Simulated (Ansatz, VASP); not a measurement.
## One calculation of VH6, two programs

```
V H
1.0
     3.65249    0.00000    0.00000
     0.00000    3.65249    0.00000
     0.00000    0.00000    3.65249
V H
1 6
Direct
  0.00000 0.00000 0.00000
  0.50000 0.50000 0.11245
  0.50000 0.50000 0.88755
  0.11245 0.50000 0.50000
  0.88755 0.50000 0.50000
  0.50000 0.11245 0.50000
  0.50000 0.88755 0.50000
```

Alike in both runs: task single point; functional PBE; k mesh 10 × 10 × 10; occupations gaussian, width 0.1 eV; collinear spin.

|  | VASP | Ansatz |
| --- | --- | --- |
| version | VASP 6.6.1 | Ansatz 0.2.0 |
| potentials or method | VASP PAW PBE potentials, release 64 (V_sv, H), cutoff 520 eV | scalar-relativistic, plane waves, PAW |
| valence electrons in the cell | 19 | 19 |

```csv
,VASP,Ansatz,Ansatz less VASP
gap on the k mesh at the Fermi level (eV),none,none,-
pressure (GPa),-0.3,0.0,+0.24
net moment per atom (μB),0.60,0.60,0.000
size of the moment on the site where the two differ most (μB),3.23,3.07,-0.159
```

Site moments also hang on the region over which each program counts them. A gap of «none» marks a metal or a gap that the smearing closes. The functional is the same, so the differences come from potentials, cutoffs and numerics. Ansatz's warnings: stability check not made.
